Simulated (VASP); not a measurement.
# Bi2Se3 in VASP: single point with AM05

Aim: the single point of Bi2Se3 with AM05.

All numbers are computed with VASP 6.6.1; they aren't measurements. Logs are shortened: lines on timing, memory, paths and dates and some standing lists are left out, and cuts for length are marked.

### Step 1. The cell of the first run

The cell holds a sheet with vacuum, 5 atoms: a = 4.143 Å, b = 4.143 Å, c = 22.966 Å, α = 90.00°, β = 90.00°, γ = 60.00°.

### Step 2. Single point, AM05

POSCAR reads:

```
Bi2Se3
1.0
    4.1430000000      0.0000000000      0.0000000000
    2.0715000000      3.5879432479      0.0000000000
    0.0000000000      0.0000000000     22.9661842666
Se Bi
3 2
Direct
    0.0000000000      0.0000000000      0.5000000000
    0.3333333333      0.3333333333      0.6516617690
    0.6666666667      0.6666666667      0.3483382310
    0.3333333333      0.3333333333      0.4158773855
    0.6666666667      0.6666666667      0.5841226145
```

INCAR.step1 reads:

```
SYSTEM = Bi2Se3
LDIPOL = .TRUE.
IDIPOL = 3
DIPOL = 0.5 0.5 0.500
ISMEAR = 0
SIGMA = 0.03
LWAVE = .TRUE.
LCHARG = .TRUE.
ISIF = 0
NELM = 100
ALGO = Normal
PREC = Accurate
LASPH = .TRUE.
LREAL = .FALSE.
EDIFF = 1E-5
GGA_COMPAT = .FALSE.
ENCUT = 400
EFERMI = MIDGAP
NELMDL = -8
GGA = PE
```

INCAR.step2 reads:

```
SYSTEM = Bi2Se3
GGA = AM
LDIPOL = .TRUE.
IDIPOL = 3
DIPOL = 0.5 0.5 0.500
ISMEAR = 0
SIGMA = 0.03
LWAVE = .FALSE.
LCHARG = .FALSE.
ISIF = 0
NELM = 100
ALGO = All
PREC = Accurate
LASPH = .TRUE.
LREAL = .FALSE.
EDIFF = 1E-6
GGA_COMPAT = .FALSE.
ENCUT = 400
EFERMI = MIDGAP
NELMDL = -8
ISTART = 1
ISEARCH = 1
```

KPOINTS reads:

```
k-points
0
Gamma
  5 5 1
```

Potentials or basis: VASP PAW PBE potentials, release 64 (Se, Bi_d).

Launch:

```sh
$ cat potpaw_PBE.64/Se/POTCAR potpaw_PBE.64/Bi_d/POTCAR > POTCAR
$ cp INCAR.step1 INCAR
$ mpirun -np 1 vasp_std > vasp.out
$ cp INCAR.step2 INCAR
$ mpirun -np 1 vasp_std > vasp.out
```

OUTCAR:

```text
SYSTEM = Bi2Se3
   GGA = AM
   ISMEAR = 0
   ISIF = 0
   NELM = 100
   PREC = Accurate
   LASPH = .TRUE.
   LREAL = .FALSE.
   EDIFF = 1E-6
   ENCUT = 400
   EFERMI = MIDGAP
   NELMDL = -8
   ISTART = 1

 Found      5 irreducible k-points:

 Following reciprocal coordinates:
            Coordinates               Weight
  0.000000  0.000000  0.000000      1.000000
  0.200000  0.000000  0.000000      6.000000
  0.400000  0.000000  0.000000      6.000000
  0.400000  0.200000  0.000000      6.000000
 -0.400000  0.200000  0.000000      6.000000
   k-points           NKPTS =      5   k-points in BZ     NKDIM =      5   number of bands    NBANDS=     28
   number of dos      NEDOS =    301   number of ions     NIONS =      5
   total plane-waves  NPLWV = 117600
   dimension x,y,z NGX =    28 NGY =   28 NGZ =  150
   dimension x,y,z NGXF=    56 NGYF=   56 NGZF=  300
   ions per type =               3   2
   NGX,Y,Z   is equivalent  to a cutoff of  11.24, 11.24, 10.86 a.u.
   NGXF,Y,Z  is equivalent  to a cutoff of  22.47, 22.47, 21.72 a.u.
 SYSTEM =  Bi2Se3
   PREC   = accura    normal or accurate (medium, high low for compatibility)
   ISTART =      1    job   : 0-new  1-cont  2-samecut
   ICHARG =      0    charge: 1-file 2-atom 10-const
   ISPIN  =      1    spin polarized calculation?
   LNONCOLLINEAR =      F non collinear calculations
   LSORBIT =      F    spin-orbit coupling
   LASPH  =      T    aspherical Exc in radial PAW
   ENCUT  =  400.0 eV  29.40 Ry    5.42 a.u.   6.76  6.76 37.45*2*pi/ulx,y,z
   NELM   =    100;   NELMIN=  2; NELMDL= -8     # of ELM steps
   EDIFF  = 0.1E-05   stopping-criterion for ELM
   LREAL  =      F    real-space projection
   EDIFFG = 0.1E-04   stopping-criterion for IOM
   NSW    =      0    number of steps for IOM
   IBRION =     -1    ionic relax: 0-MD 1-quasi-New 2-CG
   NFREE  =      0    steps in history (QN), initial steepest desc. (CG)
   ISIF   =      0    stress and relaxation
   ISYM   =      2    0-nonsym 1-usesym 2-fastsym
   POTIM  = 0.5000    time-step for ionic-motion
   TEBEG  =    0.0;   TEEND  =   0.0 temperature during run

   SCALEE = 1.0000    scale energy and forces
   PSTRESS=    0.0 pullay stress
   NELECT =      48.0000    total number of electrons
   NUPDOWN=      -1.0000    fix difference up-down
   EMIN   =  10.00;   EMAX   =-10.00  energy-range for DOS
   EFERMI =   0.00;   METHOD = MIDGAP
   ISMEAR =     0;   SIGMA  =   0.03  broadening in eV -4-tet -1-fermi 0-gaus
   EFERMI_NEDOS =   21; number of points for ismear=-14 and -15
   IALGO  =     58    algorithm
   IMIX   =      4    mixing-type and parameters
     AMIX     =   0.40;   BMIX     =  1.00
     AMIX_MAG =   1.60;   BMIX_MAG =  1.00
  volume/ion in A,a.u.               =      68.28       460.76
  Fermi-wavevector in a.u.,A,eV,Ry     =   0.851279  1.608685  9.859824  0.724677
  Thomas-Fermi vector in A             =   1.967388
   LORBIT       =      0    0 simple, 1 ext, 2 COOP (PROOUT), +10 PAW based schemes
   GGA     = AM    functional components
   LHFCALC =     F    Hartree Fock is set to
   AEXX    =    0.0000 exact exchange contribution
   IVDW    =     0    specifies the selected vdW correction
   LEPSILON=     F    determine dielectric tensor
   LRPA    =     F    only Hartree local field effects (RPA)

   CSHIFT  =0.1000    complex shift for real part using Kramers Kronig

   OMEGAMAX=  -1.0    maximum frequency
 non-spin polarized calculation
 Gauss-broadening in eV      SIGMA  =   0.03
  energy-cutoff  :      400.00
  volume of cell :      341.39
 maximum number of plane-waves:      6216
   NGX = 13   NGY = 13   NGZ = 75

 number of electron      48.0000007 magnetization

 DIPCOR: dipole corrections for dipol
 direction  3 min pos     1,
 dipolmoment           0.000000      0.000000     -0.000000 electrons x Angstroem
 Tr[quadrupol]      -153.127457

 energy correction for charged system         0.000000 eV

 dipol+quadrupol energy correction           -0.000000 eV

 added-field ion interaction          0.000000 eV  (added to PSCEN)

 Free energy of the ion-electron system (eV)
  ---------------------------------------------------
  ext. energy  EPLUGINS =         0.00000000
  ---------------------------------------------------
  free energy    TOTEN  =       -20.70673400 eV

  energy without entropy =      -20.70673400  energy(sigma->0) =      -20.70673400

 E-fermi :  -1.2494     XC(G=0):  -5.7798

 val. band max:       -1.6752911914   @ k =   0.2000   0.0000   0.0000
 cond. band min:      -0.8189797641   @ k =   0.0000   0.0000   0.0000
 fundamental gap:      0.8563114273
 Fermi energy:        -1.2493537077

 k-point     1 :       0.0000    0.0000    0.0000
  band No.  band energies     occupation
      1     -24.1807      2.00000
      2     -24.1807      2.00000
      3     -24.1791      2.00000
      4     -24.1791      2.00000
      5     -24.1764      2.00000
      6     -24.1741      2.00000
      7     -24.1628      2.00000
      8     -24.1628      2.00000
      9     -24.1602      2.00000
     10     -24.1602      2.00000
     11     -15.4063      2.00000
     12     -14.8991      2.00000
     13     -13.7074      2.00000
     14     -10.8018      2.00000
     15      -9.6396      2.00000
     16      -3.3402      2.00000
     17      -2.9529      2.00000
     18      -2.9529      2.00000
     19      -2.7421      2.00000
     20      -2.7421      2.00000
     21      -2.3760      2.00000
     22      -2.3193      2.00000
     23      -2.3193      2.00000
     24      -2.0802      2.00000
     25      -0.8190      0.00000
     26       0.4803      0.00000
     27       0.4854      0.00000
     28       0.5542      0.00000

 k-point     2 :       0.2000    0.0000    0.0000
  band No.  band energies     occupation
      1     -24.1863      2.00000
      2     -24.1838      2.00000
      3     -24.1721      2.00000
      4     -24.1716      2.00000
      5     -24.1704      2.00000
      6     -24.1688      2.00000
      7     -24.1669      2.00000
      8     -24.1640      2.00000
      9     -24.1638      2.00000
     10     -24.1601      2.00000
     11     -15.0517      2.00000
     12     -14.5728      2.00000
     13     -13.5436      2.00000
     14     -10.9492      2.00000
     15     -10.1793      2.00000
     16      -4.8137      2.00000
     17      -4.0071      2.00000
     18      -3.7575      2.00000
     19      -3.6718      2.00000
     20      -3.1693      2.00000
     21      -2.8878      2.00000
     22      -2.2703      2.00000
     23      -2.2523      2.00000
     24      -1.6753      2.00000
     25      -0.0064      0.00000
     26       0.7308      0.00000
     27       0.9542      0.00000
     28       1.0892      0.00000

 k-point     3 :       0.4000    0.0000    0.0000
  band No.  band energies     occupation
      1     -24.1980      2.00000
      2     -24.1935      2.00000
      3     -24.1771      2.00000
      4     -24.1721      2.00000
      5     -24.1691      2.00000
      6     -24.1645      2.00000
      7     -24.1587      2.00000
      8     -24.1555      2.00000
      9     -24.1535      2.00000
     10     -24.1528      2.00000
     11     -14.1174      2.00000
     12     -13.8104      2.00000
     13     -13.3881      2.00000
     14     -11.6403      2.00000
     15     -11.2011      2.00000
     16      -6.1261      2.00000
     17      -4.9217      2.00000
     18      -4.4244      2.00000
     19      -4.3574      2.00000
     20      -3.7266      2.00000
     21      -3.3552      2.00000
     22      -2.6644      2.00000
     23      -2.4241      2.00000
     24      -2.1254      2.00000
     25       0.0276      0.00000
     26       1.2064      0.00000
     27       1.3311      0.00000
     28       1.8694      0.00000

 k-point     4 :       0.4000    0.2000    0.0000
  band No.  band energies     occupation
      1     -24.1895      2.00000
      2     -24.1865      2.00000
      3     -24.1725      2.00000
      4     -24.1708      2.00000
      5     -24.1703      2.00000
      6     -24.1694      2.00000
      7     -24.1644      2.00000
      8     -24.1644      2.00000
      9     -24.1557      2.00000
     10     -24.1538      2.00000
     11     -14.3971      2.00000
     12     -14.0047      2.00000
     13     -13.3433      2.00000
     14     -11.3559      2.00000
     15     -11.0492      2.00000
     16      -5.4270      2.00000
     17      -5.3875      2.00000
     18      -4.4233      2.00000
     19      -4.1883      2.00000
     20      -4.0396      2.00000
     21      -3.3871      2.00000
     22      -2.4973      2.00000
     23      -2.0131      2.00000
     24      -1.9492      2.00000
     25       1.3344      0.00000
     26       0.7427      0.00000
     27       0.9098      0.00000
     28       1.2646      0.00000

 k-point     5 :      -0.4000    0.2000    0.0000
  band No.  band energies     occupation
      1     -24.1922      2.00000
      2     -24.1886      2.00000
      3     -24.1756      2.00000
      4     -24.1720      2.00000
      5     -24.1687      2.00000
      6     -24.1686      2.00000
      7     -24.1585      2.00000
      8     -24.1567      2.00000
      9     -24.1551      2.00000
     10     -24.1550      2.00000
     11     -13.5095      2.00000
     12     -13.4752      2.00000
     13     -13.4349      2.00000
     14     -11.9436      2.00000
     15     -11.7258      2.00000
     16      -6.0740      2.00000
     17      -5.3393      2.00000
     18      -5.1027      2.00000
     19      -4.6636      2.00000
     20      -3.9713      2.00000
     21      -3.8987      2.00000
     22      -2.7381      2.00000
     23      -2.2255      2.00000
     24      -1.9500      2.00000
     25       0.7774      0.00000
     26       0.9639      0.00000
     27       1.5791      0.00000
     28       2.4728      0.00000

------------------------ aborting loop because EDIFF is reached ----------------------------------------

 vacuum level on the upper side and lower side of the slab       (xc-potential included)        -5.701        -5.701

 VOLUME and BASIS-vectors are now :
 -----------------------------------------------------------------------------
  energy-cutoff  :      400.00
  volume of cell :      341.39
      direct lattice vectors                 reciprocal lattice vectors
     4.143000000  0.000000000  0.000000000     0.241370987 -0.139355604  0.000000000
     2.071500000  3.587943248  0.000000000     0.000000000  0.278711209  0.000000000
     0.000000000  0.000000000 22.966184267     0.000000000  0.000000000  0.043542279

 POSITION                                       TOTAL-FORCE (eV/Angst)
 -----------------------------------------------------------------------------------
      0.00000      0.00000     11.48309         0.000000     -0.000000      0.000000
      2.07150      1.19598     14.96618         0.000000      0.000000     -0.019710
      4.14300      2.39196      8.00000        -0.000000      0.000000      0.019710
      2.07150      1.19598      9.55112        -0.000000     -0.000000      0.071621
      4.14300      2.39196     13.41507        -0.000000      0.000000     -0.071621
 -----------------------------------------------------------------------------------
    total drift:                                0.000000      0.000000      0.000000

  FREE ENERGIE OF THE ION-ELECTRON SYSTEM (eV)
  ---------------------------------------------------
  free  energy   TOTEN  =       -20.7067339996 eV

  energy  without entropy=      -20.7067339996  energy(sigma->0) =      -20.70673400

 vacuum level on the upper side and lower side of the slab        -1.995        -1.995
```

It took 5 min on 1 thread of AMD EPYC 9R45 (Zen 5), shared host; peak memory 0.32 GiB.

What came out:

```yaml
Free_energy: -20.7067 eV
Largest_force: 0.072 eV/Å
Band_gap_on_the_k_mesh: 0.86 eV (least direct gap 1.26 eV)
```

Forces on the atoms (eV/Å):
```
Se   0.000  0.000  0.000
Se   0.000  0.000 -0.020
Se   0.000  0.000  0.020
Bi   0.000  0.000  0.072
Bi   0.000  0.000 -0.072
```

Caveat: the PAW data sets were made with another functional, which shifts forces and pressure a little; spin-orbit coupling is left out, which moves the levels of the heavy elements.
